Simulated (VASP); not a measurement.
**Al: single point with PBEsol**

Crystal: Al.

```
CELL_PARAMETERS angstrom
-1.59122 1.64094 1.64094
1.59122 -1.54149 1.54149
1.59122 1.54149 -1.54149
ATOMIC_POSITIONS crystal
Al 0.00000 0.00000 0.00000
```

This cell differs from its parent crystal: strain +0.0625 x Voigt [0, 0, 0, 1, 0, 0].

| Quantity | Value |
| --- | --- |
| Program | VASP 6.6.1 |
| Task | single point |
| Functional | PBEsol |
| Potentials or basis | VASP PAW PBE potentials, release 64 (Al) |
| Cutoff | 520 eV |
| k mesh | 20 × 20 × 20 |
| Occupations | gaussian, width 0.15 eV |
| Spin | no spin polarisation |
| Dipole correction | no |
| Further INCAR settings | ALGO = Normal; EDIFF = 1e-07; NBANDS = 8 |

```
Pressure               : 2.7 GPa
Band gap on the k mesh : zero (an odd number of electrons rules out a gap without spin polarisation)
```

Stress tensor (GPa, compression positive):
```
 2.97  0.00  0.00
 0.00  2.58 -3.24
 0.00 -3.24  2.58
```

Levels at points of the mesh, in eV from the Fermi level:
```tsv
k point	band 1	band 2	band 3	band 4	band 5	band 6
(0.00, 0.00, 0.00)	-11.30	12.92	12.97	13.85	13.98	15.06
(0.50, 0.00, 0.00)	-4.68	-4.47	8.47	8.96	10.47	12.23
(0.00, 0.50, 0.00)	-4.41	-3.88	8.00	8.16	10.56	11.82
(0.00, 0.50, 0.50)	-4.10	-3.28	7.73	8.15	9.82	11.01
(0.50, 0.50, 0.50)	1.65	1.89	2.24	2.93	2.97	5.90
```

Run time: 58 s on 1 thread of AMD EPYC 9R45 96-Core Processor (Zen 5) (shared host), peak memory 0.2 GiB.

Caveat: the cell differs from its parent crystal (strain +0.0625 x Voigt [0, 0, 0, 1, 0, 0]); the PAW data sets were made with another functional, which shifts forces and pressure a little.
